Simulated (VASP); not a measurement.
Runs of VASP 6.6.1 on Ir. The structure is that of space group Pm-3m (No. 221), or close to it. The cells are those of the table. 

```tsv
task	cell	k mesh	cutoff (eV)	gap on the mesh (eV)	pressure (GPa)
single point	a = 2.477 Å, 1 atom	14 × 14 × 14	520	none	(a)
relaxation of cell and atoms	relaxed from a = 2.482 Å, 1 atom	13 × 13 × 13	600	none	0.0
single point	a = 2.652 Å, 1 atom	14 × 14 × 14	520	none	-14.8
single point	a = 2.585 Å, 1 atom	13 × 13 × 13	520	none	0.0
single point	a = 2.514 Å, 1 atom	14 × 14 × 14	520	none	(b)
single point	a = 2.550 Å, 1 atom	14 × 14 × 14	520	none	10.0
single point	a = 2.585 Å, 1 atom	20 × 20 × 20	520	none	(c)
single point	a = 2.685 Å, 1 atom	14 × 14 × 14	520	none	-19.7
single point	a = 2.585 Å, 1 atom	14 × 14 × 14	520	none	-0.4
single point	a = 2.619 Å, 1 atom	14 × 14 × 14	520	none	-8.5
```

Alike in all rows: level RPBE; potentials or basis VASP PAW PBE potentials, release 64 (Ir); no spin polarisation; smearing fermi-dirac 0.1 eV.

Estimate the missing entries.

(a) 40.1; (b) 23.2; (c) -0.3.

Caveats: the PAW data sets were made with another functional, which shifts forces and pressure a little; spin-orbit coupling is left out, which moves the levels of the heavy elements.

A k mesh can miss the band edges, and the runs leave out spin-orbit coupling on Ir.

A gap of «none» marks levels without a gap at the run's occupations.
